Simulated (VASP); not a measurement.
A run of VASP 6.6.1 is set up as follows.

INCAR

```
SYSTEM = Zr
ALGO     = Normal         ! electronic algorithm
EDIFF    = 1E-6           ! SCF threshold, eV
ENCUT    = 520            ! plane-wave cutoff, eV
GGA      = PE             ! functional
ISIF     = 2              ! what is computed and relaxed
ISMEAR   = -1             ! smearing method
LASPH    = .TRUE.         ! aspherical terms in the spheres
LCHARG   = .FALSE.        ! write CHGCAR
LREAL    = .FALSE.        ! projectors in reciprocal space
LWAVE    = .FALSE.        ! write WAVECAR
NBANDS   = 19             ! bands
NELM     = 100            ! most SCF steps
PREC     = Accurate       ! precision mode
SIGMA    = 0.08           ! smearing width, eV
```

Contents of KPOINTS:

```
k-points
0
G
  11 11 11
  0 0 0
```

File POSCAR:

```
Zr
1.0
    0.0000000000      3.0551315048      3.0551315048
    3.0551315048      0.0000000000      3.0551315048
    3.0551315048      3.0551315048      0.0000000000
Zr
2
Direct
   -0.1250000000     -0.1250000000     -0.1250000000
    0.1250000000      0.1250000000      0.1250000000
```

Potentials or basis: VASP PAW PBE potentials, release 64 (Zr_sv).

The run is started by

```console
$ cat potpaw_PBE.64/Zr_sv/POTCAR > POTCAR
$ mpirun -np 1 vasp_std > vasp.out
```

Problem. Predict the band gap on the k mesh.

Solution. Zero (band 12 reaches 6.40 eV, above the bottom of band 13 at 6.15 eV).

Problem. Estimate the pressure.

Solution. 3.5 GPa.
